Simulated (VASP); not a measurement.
Runs of VASP 6.6.1 on Ho4Pd. The structure is that of space group Pm-3m (No. 221), or close to it. The cells are those of the table. The cell was built from a structure type or drawn by symmetry, and may not be a known phase.

```csv
task,spin,cell,k mesh,gap on the mesh (eV),pressure (GPa),relaxed volume (Å³/atom)
relaxation of cell and atoms,off,"relaxed from a = 4.663 Å, 5 atoms",4 × 4 × 4,none,0.1,31.84
single point,off,"a = 4.663 Å, 5 atoms",4 × 4 × 4,none,54.8,-
single point,off,"a = 5.416 Å, 5 atoms",4 × 4 × 4,none,0.3,-
relaxation of cell and atoms,off,"relaxed from a = 5.416 Å, 5 atoms",8 × 8 × 8,none,0.0,(a)
single point,off,"a = 5.422 Å, 5 atoms",8 × 8 × 8,none,0.2,-
single point,collinear,"a = 5.416 Å, 5 atoms",4 × 4 × 4,none,0.3,-
```

Alike in all rows: level PBE; potentials or basis VASP PAW PBE potentials, release 64 (Ho_3, Pd), 4f in core; cutoff (eV) 500; smearing gaussian 0.1 eV.

Question: Fill in the values left out.

Answer: (a) 31.97.

Caveats: spin-orbit coupling is left out, which moves the levels of the heavy elements; the 4f electrons are frozen in the core, so they carry no moment and show no levels; the electronic state changed during the relaxation (at least some runs); the volume moved by over 15 % at a fixed basis, so the end points are rough (at least some runs); the cell stands under pressure (at least some runs); the magnetic or orbital state may not be the lowest (at least some runs).

A k mesh can miss the band edges, and the runs leave out spin-orbit coupling on Ho, Pd.

A gap of «none» marks levels without a gap at the run's occupations.
